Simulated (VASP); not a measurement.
Here is a VASP 6.6.1 calculation.

INCAR

```
SYSTEM = ZrS2
PREC = Accurate
ENCUT = 500
EDIFF = 1E-6
ISMEAR = -1
SIGMA = 0.05
LREAL = .False.
LASPH = .True.
NELM = 120
ALGO = Normal
ISIF = 2
LWAVE = .False.
LCHARG = .True.
GGA = RE
LELF = .True.
LVHAR = .True.
NBANDS = 19
GGA_COMPAT = .False.
```

File KPOINTS:

```
regular mesh
0
Gamma
  12 12 4
  0 0 0
```

Contents of POSCAR:

```
ZrS2
1.0
    3.6913830000      0.0000000000      0.0000000000
   -1.8456915000      3.1968314531      0.0000000000
    0.0000000000      0.0000000000      6.0410770000
Zr S
1 2
Direct
    0.0000000000      0.0000000000      0.0000000000
    0.6666670000      0.3333330000      0.7620900000
    0.3333330000      0.6666670000      0.2379100000
```

Potentials or basis: VASP PAW PBE potentials, release 64 (Zr_sv, S).

Command:

```bash
$ cat potpaw_PBE.64/Zr_sv/POTCAR potpaw_PBE.64/S/POTCAR > POTCAR
$ mpirun -np 1 vasp_std > vasp.out
```

(1) Estimate the band gap on the k mesh.

(2) What does it give for the pressure?

(3) What does it give for the largest force?

Results:

(1) 1.08 eV, indirect (least direct gap 1.68 eV).

(2) 2.0 GPa.

(3) 0.105 eV/Å.

Caveat: the PAW data sets were made with another functional, which shifts forces and pressure a little; this functional lacks dispersion, which binds the layers, so the pressure and a relaxed spacing across them are unreliable.
